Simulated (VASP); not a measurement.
# NaCl (Fm-3m) in VASP: phonons with PBE+D3(BJ)

Aim: the phonons of NaCl with PBE+D3(BJ).

Program: VASP 6.6.1. These are calculated values, not measurements. Logs are shortened: lines on timing, memory, paths and dates and some standing lists are left out, and cuts for length are marked.

## (1) The cell of the first run

It takes space group Fm-3m (No. 225, cubic). The conventional cell has a = 5.578 Å, b = 5.578 Å, c = 5.578 Å, α = 90.00°, β = 90.00°, γ = 90.00°. Within 3.7 Å of Na (site symmetry m-3m) lie 6 Cl at 2.79 Å. Cl (site symmetry m-3m) has 6 Na at 2.79 Å within 3.7 Å.

## (2) Phonons, PBE+D3(BJ)

The input, INCAR:

```
PREC = Accurate
ENCUT = 520
EDIFF = 1E-8
ISMEAR = 0
SIGMA = 0.01
LREAL = False
LASPH = True
NELM = 60
ALGO = Normal
ISIF = 2
LWAVE = False
LCHARG = True
GGA = PE
IVDW = 12
IBRION = 6
NFREE = 2
POTIM = 0.015
NSW = 1
```

The input, KPOINTS:

```
Automatic mesh
0
Gamma
  6 4 6
```

The input, POSCAR:

```
NaCl
1.0
    3.8354342934      0.0000000000      0.9205297632
    0.0000000000      5.5781947106      0.0000000000
   -0.9206197446      0.0000000000      3.8354167615
Na Cl
2 2
Direct
    0.2500062354      0.7500000000      0.2499938469
    0.7499937646      0.2500000000      0.7500061531
    0.7500048276      0.7500000000      0.7499947253
    0.2499951724      0.2500000000      0.2500052747
```

Potentials or basis: VASP PAW PBE potentials, release 64 (Na_pv, Cl).

On the command line:

```
$ cat potpaw_PBE.64/Na_pv/POTCAR potpaw_PBE.64/Cl/POTCAR > POTCAR
$ mpirun -np 1 vasp_std > vasp.out
```

OUTCAR:

```text
PREC = Accurate
   ENCUT = 520
   EDIFF = 1E-8
   ISMEAR = 0
   LREAL = False
   LASPH = True
   NELM = 60
   ISIF = 2
   GGA = PE
   IVDW = 12
   IBRION = 6
   NFREE = 2
   POTIM = 0.015
   NSW = 1
 IVDW          = 12

 ion  position               nearest neighbor table
   1  0.250  0.750  0.250-
   2  0.750  0.250  0.750-
   3  0.750  0.750  0.750-
   4  0.250  0.250  0.250-

  LATTYP: Found a base centered orthorhombic cell.
 ALAT       =     5.5780974534
 B/A-ratio  =     1.0000232203
 C/A-ratio  =     1.0000174355

  Lattice vectors:

 A1 = (  -0.9206197446,   0.0000000000,   3.8354167615)
 A2 = (   3.8354342934,   0.0000000000,   0.9205297632)
 A3 = (   0.0000000000,   5.5781947106,   0.0000000000)

Analysis of symmetry for initial positions (statically):
=====================================================================
 Subroutine PRICEL returns:
 Original cell was already a primitive cell.

 Routine SETGRP: Setting up the symmetry group for a
 base centered orthorhombic supercell.

 Subroutine GETGRP returns: Found  8 space group operations
 (whereof  2 operations were pure point group operations)
 out of a pool of  8 trial point group operations.

The static configuration has the point symmetry S_2 .
 The point group associated with its full space group is D_2h.

Analysis of symmetry for dynamics (positions and initial velocities):
=====================================================================
 Subroutine PRICEL returns:
 Original cell was already a primitive cell.

 Routine SETGRP: Setting up the symmetry group for a
 base centered orthorhombic supercell.

 Subroutine GETGRP returns: Found  8 space group operations
 (whereof  2 operations were pure point group operations)
 out of a pool of  8 trial point group operations.

The dynamic configuration has the point symmetry S_2 .
 The point group associated with its full space group is D_2h.

 Subroutine INISYM returns: Found  8 space group operations
 (whereof  2 operations are pure point group operations),
 and found     1 'primitive' translations

----------------------------------------------------------------------------------------

                                     Primitive cell

  volume of cell :      86.7853

  direct lattice vectors                    reciprocal lattice vectors
     3.835434293  0.000000000  0.920529763     0.246524609  0.000000000  0.059173601
     0.000000000  5.578194711  0.000000000     0.000000000  0.179269468  0.000000000
    -0.920619745  0.000000000  3.835416761    -0.059167818  0.000000000  0.246525736

  length of vectors
     3.944354353  5.578194711  3.944358306     0.253526917  0.179269468  0.253526663

  position of ions in fractional coordinates (direct lattice)
     0.250006235  0.750000000  0.249993847
     0.749993765  0.250000000  0.750006153
     0.750004828  0.750000000  0.749994725
     0.249995172  0.250000000  0.250005275

  ion indices of the primitive-cell ions
   primitive index   ion index
                 1           1
                 2           2
                 3           3
                 4           4

----------------------------------------------------------------------------------------

 KPOINTS: Automatic mesh

Automatic generation of k-mesh.
 Grid dimensions read from file:
 generate k-points for:    6    4    6

 Generating k-lattice:

  Cartesian coordinates                     Fractional coordinates (reciprocal lattice)
     0.041087435  0.000000000  0.009862267     0.166666667  0.000000000  0.000000000
     0.000000000  0.044817367  0.000000000     0.000000000  0.250000000  0.000000000
    -0.009861303  0.000000000  0.041087623    -0.000000000  0.000000000  0.166666667

  Length of vectors
     0.042254486  0.044817367  0.042254444

  Shift w.r.t. Gamma in fractional coordinates (k-lattice)
     0.000000000  0.000000000  0.000000000

 Subroutine IBZKPT returns following result:
 ===========================================

 Found     39 irreducible k-points:

 Following reciprocal coordinates:
            Coordinates               Weight
  0.000000  0.000000  0.000000      1.000000
  0.166667  0.000000 -0.000000      4.000000
  0.333333  0.000000 -0.000000      4.000000
  0.500000  0.000000  0.000000      2.000000
  0.000000  0.250000  0.000000      2.000000
  0.166667  0.250000 -0.000000      8.000000
[... 16 lines left out ...]
  0.166667  0.500000  0.166667      2.000000
  0.333333  0.500000  0.166667      4.000000
 [... further k-points ...]
   k-points           NKPTS =     39   k-points in BZ     NKDIM =     39   number of bands    NBANDS=     18
   number of dos      NEDOS =    301   number of ions     NIONS =      4
   total plane-waves  NPLWV =  37800
   dimension x,y,z NGX =    30 NGY =   42 NGZ =   30
   dimension x,y,z NGXF=    60 NGYF=   84 NGZF=   60
   ions per type =               2   2
   NGX,Y,Z   is equivalent  to a cutoff of  12.64, 12.52, 12.64 a.u.
   NGXF,Y,Z  is equivalent  to a cutoff of  25.29, 25.03, 25.29 a.u.
 SYSTEM =  unknown system
   PREC   = accura    normal or accurate (medium, high low for compatibility)
   ISTART =      0    job   : 0-new  1-cont  2-samecut
   ICHARG =      2    charge: 1-file 2-atom 10-const
   ISPIN  =      1    spin polarized calculation?
   LNONCOLLINEAR =      F non collinear calculations
   LSORBIT =      F    spin-orbit coupling
   LASPH  =      T    aspherical Exc in radial PAW
   ENCUT  =  520.0 eV  38.22 Ry    6.18 a.u.   7.33 10.37  7.33*2*pi/ulx,y,z
   NELM   =     60;   NELMIN=  2; NELMDL= -5     # of ELM steps
   EDIFF  = 0.1E-07   stopping-criterion for ELM
   LREAL  =      F    real-space projection
   EDIFFG = 0.1E-06   stopping-criterion for IOM
   NSW    =     85    number of steps for IOM
   IBRION =      6    ionic relax: 0-MD 1-quasi-New 2-CG
   NFREE  =      2    steps in history (QN), initial steepest desc. (CG)
   ISIF   =      2    stress and relaxation
   ISYM   =      2    0-nonsym 1-usesym 2-fastsym
   POTIM  = 0.0150    time-step for ionic-motion
   TEBEG  =    0.0;   TEEND  =   0.0 temperature during run
   PSTRESS=    0.0 pullay stress
   NELECT =      28.0000    total number of electrons
   NUPDOWN=      -1.0000    fix difference up-down
   EMIN   =  10.00;   EMAX   =-10.00  energy-range for DOS
   EFERMI =   0.00;   METHOD = LEGACY
   ISMEAR =     0;   SIGMA  =   0.01  broadening in eV -4-tet -1-fermi 0-gaus
   EFERMI_NEDOS =   21; number of points for ismear=-14 and -15
   IALGO  =     38    algorithm
   IMIX   =      4    mixing-type and parameters
     AMIX     =   0.40;   BMIX     =  1.00
     AMIX_MAG =   1.60;   BMIX_MAG =  1.00
  volume/ion in A,a.u.               =      21.70       146.41
  Fermi-wavevector in a.u.,A,eV,Ry     =   1.122825  2.121832 17.153364  1.260737
  Thomas-Fermi vector in A             =   2.259488
   LORBIT       =      0    0 simple, 1 ext, 2 COOP (PROOUT), +10 PAW based schemes
   GGA     = PE    functional components
   LHFCALC =     F    Hartree Fock is set to
   AEXX    =    0.0000 exact exchange contribution
   IVDW    =    12    specifies the selected vdW correction
   LEPSILON=     F    determine dielectric tensor
   LRPA    =     F    only Hartree local field effects (RPA)
 finite differences with symmetry
 non-spin polarized calculation
 Gauss-broadening in eV      SIGMA  =   0.01
  energy-cutoff  :      520.00
  volume of cell :       86.79
 maximum number of plane-waves:      2373
 NGX is ok and might be reduce to    30
   NGX = 15   NGY = 21   NGZ = 15

--------------------------------------- Ionic step        1  -------------------------------------------

 number of electron      27.9999994 magnetization

 Free energy of the ion-electron system (eV)
  ---------------------------------------------------
  ext. energy  EPLUGINS =         0.00000000
  ---------------------------------------------------
  free energy    TOTEN  =       -13.52678761 eV

  energy without entropy =      -13.52678761  energy(sigma->0) =      -13.52678761

------------------------ aborting loop because EDIFF is reached ----------------------------------------

 Edisp (eV)   -0.88809

 E8    (eV) :    -0.3714
[... 327 lines left out ...]
--------------------------------------- Ionic step        9  -------------------------------------------

 number of electron      27.9999995 magnetization

 Free energy of the ion-electron system (eV)
  ---------------------------------------------------
  ext. energy  EPLUGINS =         0.00000000
  ---------------------------------------------------
  free energy    TOTEN  =       -13.52647120 eV

  energy without entropy =      -13.52647120  energy(sigma->0) =      -13.52647120

 E-fermi :  -0.4939     XC(G=0):  -8.3083

 val. band max:       -0.5360325156   @ k =   0.0000   0.0000   0.0000
 cond. band min:       4.7018671193   @ k =   0.0000   0.0000   0.0000
 fundamental gap:      5.2378996350
 Fermi energy:        -0.4939030696

 k-point     1 :       0.0000    0.0000    0.0000
  band No.  band energies     occupation
      1     -21.3155      2.00000
      2     -21.3017      2.00000
      3     -21.3017      2.00000
      4     -21.2924      2.00000
      5     -21.2924      2.00000
      6     -21.2924      2.00000
[... 481 lines left out ...]
      5     -21.2948      2.00000
      6     -21.2948      2.00000
[... 10 lines left out ...]
     17       9.6069      0.00000
     18       9.6311      0.00000

 [... further k-points ...]

------------------------ aborting loop because EDIFF is reached ----------------------------------------

 Edisp (eV)   -0.88809

 E8    (eV) :    -0.3714
[... 27 lines left out ...]
  FREE ENERGIE OF THE ION-ELECTRON SYSTEM (eV)
  ---------------------------------------------------
  free  energy   TOTEN  =       -14.4145607486 eV

  energy  without entropy=      -14.4145607486  energy(sigma->0) =      -14.41456075

 INTERNAL STRAIN TENSORS FROM DISPLACED ATOMS
 ============================================

 INTERNAL STRAIN TENSOR FOR ION    1 for displacements in x,y,z  (eV/Angst):
          X           Y           Z          XY          YZ          ZX
  --------------------------------------------------------------------------------
  x    -0.03527    -0.03544    -0.03488     0.00000     0.00000    -0.00002
  y     0.00000     0.00000     0.00000     0.00012    -0.00007     0.00000
  z     0.02125     0.02172     0.02174     0.00000     0.00000    -0.00017

 INTERNAL STRAIN TENSOR FOR ION    4 for displacements in x,y,z  (eV/Angst):
          X           Y           Z          XY          YZ          ZX
  --------------------------------------------------------------------------------
  x     0.01582     0.01593     0.01580     0.00000     0.00000    -0.00015
  y     0.00000     0.00000     0.00000     0.00005    -0.00003     0.00000
  z    -0.00981    -0.00976    -0.00957     0.00000     0.00000     0.00003

 Eigenvectors and eigenvalues of the dynamical matrix
 ----------------------------------------------------

   1 f  =    6.077166 THz    38.183958 2PiTHz  202.712424 cm-1    25.133126 meV
             X         Y         Z           dx          dy          dz
      0.728733  4.183646  1.188969    -0.000000   -0.487161   -0.000000
      2.186081  1.394549  3.566978     0.000000    0.487161    0.000000
      2.186134  4.183646  3.566944     0.000000   -0.512518    0.000000
      0.728680  1.394549  1.189002    -0.000000    0.512518   -0.000000
[... 71 lines left out ...]
  12 f/i=    0.010342 THz     0.064978 2PiTHz    0.344958 cm-1     0.042769 meV
             X         Y         Z           dx          dy          dz
      0.728733  4.183646  1.188969     0.377215   -0.000000   -0.231189
      2.186081  1.394549  3.566978     0.377215   -0.000000   -0.231189
      2.186134  4.183646  3.566944     0.470297   -0.000000   -0.288238
      0.728680  1.394549  1.189002     0.470297   -0.000000   -0.288238

 ELASTIC MODULI CONTR FROM IONIC RELAXATION (kBar)
 Direction    XX          YY          ZZ          XY          YZ          ZX
 --------------------------------------------------------------------------------
 XX          -0.1036     -0.1044     -0.1033      0.0000     -0.0000      0.0003
 YY          -0.1044     -0.1053     -0.1041      0.0000     -0.0000      0.0003
 ZZ          -0.1033     -0.1041     -0.1029      0.0000     -0.0000      0.0003
 XY           0.0000      0.0000      0.0000     -0.0000      0.0000      0.0000
 YZ          -0.0000     -0.0000     -0.0000      0.0000     -0.0000     -0.0000
 ZX           0.0003      0.0003      0.0003      0.0000     -0.0000     -0.0000
 --------------------------------------------------------------------------------
```

Run time: 9.9 min. Hardware: 1 thread of Intel Xeon 8259CL, shared host; peak memory 0.33 GiB.

Results:

```
Highest phonon frequency at Γ, LO-TO splitting left out : 203 cm⁻¹
Dispersion energy per atom                              : -0.222 eV
```

Phonon frequencies in cm⁻¹ (negative: imaginary):
```tsv
q point	frequencies
(0.000, 0.000, 0.000)	0 0 0 82 82 137 177 178 178 189 189 203
```
